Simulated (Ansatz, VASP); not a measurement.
Sc: VASP beside Ansatz

INCAR

```
PREC = Accurate ; ENCUT = 520
EDIFF = 1E-7 ; ISMEAR = 0
SIGMA = 0.15 ; LREAL = F
LASPH = T ; NELM = 80
ALGO = Fast ; ISIF = 2
LWAVE = F ; LCHARG = F
GGA = PE ; NBANDS = 18
```

File KPOINTS:

```
regular mesh
0
Gamma
  18 18 10
```

File POSCAR:

```
Sc
1.0
    3.3087978973      0.0000000000      0.0000000000
   -1.6543989486      2.8655030350      0.0000000000
    0.0000000000      0.0000000000      5.3601900000
Sc
2
Direct
    0.3333333333      0.6666666667      0.2500000000
    0.6666666667      0.3333333333      0.7500000000
```

Input for Ansatz:

```yaml
crystal:
  lattice:
    - [3.3087978973, 0.0, 0.0]
    - [-1.6543989486, 2.865503035, 0.0]
    - [0.0, 0.0, 5.36019]
  atoms:
    - { symbol: Sc, position: [0.3333333333, 0.6666666667, 0.25] }
    - { symbol: Sc, position: [0.6666666667, 0.3333333333, 0.75] }
basis:
  ecutwfc: 420
kpoints:
  mp_grid: { grid: [18, 18, 10] }
hamiltonian:
  xc: pbe
scf:
  occupations: { method: gaussian, width: 0.15 }
output:
  forces: true
  stress: true
  eigenvalues: true
```

Change from the starting cell: strain +0.0175 x Voigt [0, 0, 1, 0, 0, 0], atoms carried along.

Alike in both runs: task single point; functional PBE; k mesh 18 × 18 × 10; occupations gaussian, width 0.15 eV; no spin polarisation.

|  | VASP | Ansatz |
| --- | --- | --- |
| version | VASP 6.6.1 | Ansatz 0.2.0 |
| potentials or method | VASP PAW PBE potentials, release 64 (Sc_sv), cutoff 520 eV | scalar-relativistic, plane waves, PAW |
| valence electrons in the cell | 22 | 22 |

```tsv
	VASP	Ansatz	Ansatz less VASP
gap on the k mesh at the Fermi level (eV)	none	none	-
pressure (GPa)	-1.4	-1.4	-0.03
traceless stress, the component that is largest in VASP (GPa)	-1.74	-1.74	0.000
```

A gap of «none» marks a metal or a gap that the smearing closes. The functional is the same, so the differences come from potentials, cutoffs and numerics.
